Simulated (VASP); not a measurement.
Wanted: the native input for a VASP 6.6.1 run.

```yaml
Task: single point
Functional: PBE
Potentials_or_basis: VASP PAW PBE potentials, release 64 (Fe)
Cutoff: 520 eV
k_mesh: 17 × 17 × 17
Occupations: fermi-dirac, width 0.05 eV
Spin: collinear spin, ferromagnetic start
Starting_moments: "[2.618] μB"
Dipole_correction: no
Further_INCAR_settings: ALGO = Normal; EDIFF = 1e-07; NBANDS = 14
```

The structure of Fe lies in POSCAR:

```
Fe
1.0
    0.0000000000      1.8448211828      1.8448211828
    1.8448211828      0.0000000000      1.8448211828
    1.8448211828      1.8448211828      0.0000000000
Fe
1
Direct
    0.0000000000      0.0000000000      0.0000000000
```

This isn't the form of Fe at room conditions, which is bcc.

These files were run (other wordings do the same):

INCAR

```
PREC = Accurate
ENCUT = 520
EDIFF = 1E-7
ISMEAR = -1
SIGMA = 0.05
LREAL = False
LASPH = True
NELM = 150
ALGO = Normal
ISIF = 2
LWAVE = False
LCHARG = True
ISPIN = 2
MAGMOM = 2.618
LORBIT = 11
LMAXMIX = 4
GGA = PE
LELF = True
LVHAR = True
NBANDS = 14
```

KPOINTS

```
Automatic mesh
0
Gamma
  17 17 17
```

Potentials or basis: VASP PAW PBE potentials, release 64 (Fe).

Command:

```bash
$ cat potpaw_PBE.64/Fe/POTCAR > POTCAR
$ mpirun -np 1 vasp_std > vasp.out
```

Results of the run:

```json
{"Pressure": "-6.2 GPa", "Net moment": "2.65 μB per cell", "Site moments": "Fe +2.66 μB", "Valence electrons inside the program's atomic spheres": "Fe 7.08"}
```

Caveat: the cell stands under tension.

Run time: 76 s on 1 thread of Intel(R) Xeon(R) Platinum 8488C (Sapphire Rapids), with other jobs on the host, peak memory 0.16 GiB.
